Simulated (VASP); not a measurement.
SiO2: single point with PBE

Crystal: SiO2.

```
CELL_PARAMETERS angstrom
-2.62334 4.77675 4.44167
2.62334 -4.77675 4.44167
2.62334 4.77675 -4.44167
ATOMIC_POSITIONS crystal
Si 0.26034 0.84494 0.41540
Si 0.07045 0.15506 0.91540
Si 0.73966 0.15506 0.58460
Si 0.92955 0.84494 0.08460
O 0.50000 0.00000 0.50000
O 0.00000 0.00000 0.00000
O 0.79318 0.00000 0.29318
O 0.20682 0.50000 0.20682
O 0.20682 0.00000 0.70682
O 0.79318 0.50000 0.79318
O 0.86931 0.11931 0.75000
O 0.13069 0.88069 0.25000
```

```yaml
Program: VASP 6.6.1
Task: single point
Functional: PBE
Potentials_or_basis: VASP PAW PBE potentials, release 64 (Si, O)
Cutoff: 520 eV
k_mesh: 4 × 4 × 4
Occupations: fermi-dirac, width 0.05 eV
Spin: no spin polarisation
Dipole_correction: no
Further_INCAR_settings: ALGO = Normal; EDIFF = 1e-06; NBANDS = 44
```

The pressure is 3.5 GPa and the largest force is 0.291 eV/Å. The band gap on the k mesh is 5.49 eV.

Forces in eV/Å, atoms in the order of the input:
```
Si   0.000 -0.046 -0.016
Si   0.000 -0.046  0.016
Si   0.000  0.046  0.016
Si   0.000  0.046 -0.016
O    0.000  0.000  0.000
O    0.000  0.000  0.000
O    0.000 -0.291  0.000
O    0.000  0.291  0.000
O    0.000  0.291  0.000
O    0.000 -0.291  0.000
O    0.000  0.000 -0.241
O    0.000  0.000  0.241
```

Stress tensor (GPa, compression positive):
```
3.54 0.00 0.00
0.00 3.41 0.00
0.00 0.00 3.51
```

Levels at points of the mesh, in eV from the valence-band top:
```csv
k point,band 30,band 31,band 32,band 33,band 34,band 35
"(0.00, 0.00, 0.00)",-0.71,-0.42,0.00,5.49,8.51,8.70
"(0.50, 0.00, 0.00)",-0.53,-0.30,-0.14,6.52,6.91,8.63
"(0.00, 0.50, 0.00)",-0.84,-0.73,-0.20,7.67,7.81,8.43
"(0.50, 0.50, 0.00)",-0.96,-0.39,-0.39,7.68,7.68,9.00
"(0.50, 0.50, 0.50)",-0.23,-0.21,-0.02,7.49,7.51,7.76
```

Run time: 3.6 min on 1 thread of Intel(R) Xeon(R) 6975P-C (Granite Rapids) (shared host), peak memory 0.39 GiB.

Caveat: the cell stands under pressure. A k mesh can miss the band edges.
